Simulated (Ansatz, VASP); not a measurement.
Two plane-wave programs on ScICl2

```
Sc I Cl
1.0
     4.28564    0.00000    0.00000
    -2.14282    3.71147    0.00000
     0.00000    0.00000    8.83419
Sc I Cl
1 1 2
Direct
  0.00000 0.00000 0.50000
  0.00000 0.00000 0.00000
  0.00000 0.00000 0.19770
  0.00000 0.00000 0.80230
```

Alike in both runs: task relaxation of cell and atoms; functional PBE; k mesh 6 × 6 × 2; occupations gaussian, width 0.1 eV; no spin polarisation.

```csv
,VASP,Ansatz
version,VASP 6.6.1,Ansatz 0.2.0
potentials or method,"VASP PAW PBE potentials, release 64 (Sc_sv, I, Cl), cutoff 600 eV","scalar-relativistic, plane waves, PAW"
valence electrons in the cell,32,42
```

Ansatz gave:

| Item | Value |
| --- | --- |
| gap on the k mesh at the Fermi level, each at its own relaxed structure (eV) | none |
| relaxed volume (Å³/atom) | 38.78 |
| relaxed cell length with the largest relative difference (Å) | 13.281 |

**Question.** Estimate VASP's values.

**Answer.** gap on the k mesh at the Fermi level, each at its own relaxed structure (eV): none; relaxed volume (Å³/atom): 38.65; relaxed cell length with the largest relative difference (Å): 13.207.

A gap of «none» marks a metal or a gap that the smearing closes. VASP's potentials hold 32 valence electrons a cell and Ansatz's 42, so a difference there can come from the potentials and not from the codes.

Neither program's run includes spin-orbit coupling.
